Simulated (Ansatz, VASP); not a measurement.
## Two plane-wave programs on Fe3Co

```
CELL_PARAMETERS angstrom
4.02358 0.00000 0.00000
0.00000 4.02358 0.00000
0.00000 0.00000 2.82771
ATOMIC_POSITIONS crystal
Fe 0.50000 0.50000 0.00000
Fe 0.50000 0.00000 0.50000
Fe 0.00000 0.50000 0.50000
Co 0.00000 0.00000 0.00000
```

Alike in both runs: task single point; functional PBEsol; k mesh 5 × 5 × 7; occupations gaussian, width 0.2 eV; collinear spin.

|  | VASP | Ansatz |
| --- | --- | --- |
| version | VASP 6.6.1 | Ansatz 0.2.0 |
| potentials or method | VASP PAW PBE potentials, release 64 (Fe, Co), cutoff 600 eV | scalar-relativistic, plane waves, PAW |
| valence electrons in the cell | 33 | 65 |

Ansatz gave:

| Property | Result |
| --- | --- |
| gap on the k mesh at the Fermi level (eV) | none |
| pressure (GPa) | -7.9 |
| traceless stress, the component that is largest in VASP (GPa) | 0.49 |
| net moment per atom (μB) | 2.30 |
| size of the moment on the site where the two differ most (μB) | 1.80 |

Question: Estimate VASP's values.

Answer: gap on the k mesh at the Fermi level (eV): none; pressure (GPa): -8.2; traceless stress, the component that is largest in VASP (GPa): 0.54; net moment per atom (μB): 2.31; size of the moment on the site where the two differ most (μB): 1.72.

VASP's potentials were made for PBE, not for PBEsol. Site moments also hang on the region over which each program counts them. A gap of «none» marks a metal or a gap that the smearing closes. VASP's potentials hold 33 valence electrons a cell and Ansatz's 65, so a difference there can come from the potentials and not from the codes.
